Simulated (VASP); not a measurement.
Al, 4 atoms in the cell. The typed cell holds 4 atoms: a = 2.827 Å, b = 2.827 Å, c = 9.186 Å, α = 90.00°, β = 90.00°, γ = 120.00°. 

```yaml
Program: VASP 6.6.1
Task: single point
Functional: PBEsol
Potentials_or_basis: VASP PAW PBE potentials, release 64 (Al)
Cutoff: 520 eV
k_mesh: 18 × 18 × 5
Occupations: gaussian, width 0.05 eV
Spin: no spin polarisation
Dipole_correction: no
Further_INCAR_settings: ALGO = Fast; EDIFF = 1e-07; NBANDS = 14
```

Potentials or basis: VASP PAW PBE potentials, release 64 (Al).

Launch:

```sh
$ cat potpaw_PBE.64/Al/POTCAR > POTCAR
$ mpirun -np 1 vasp_std > vasp.out
```

Hardware: 1 thread of Intel(R) Xeon(R) 6975P-C (Granite Rapids) (shared host).

Question: Estimate the wall time of this run.

Answer: Wall time 4.1 min on 1 thread of Intel(R) Xeon(R) 6975P-C (Granite Rapids) (shared host), peak memory 0.6 GiB. Counts: scf iterations 14, k points 812.
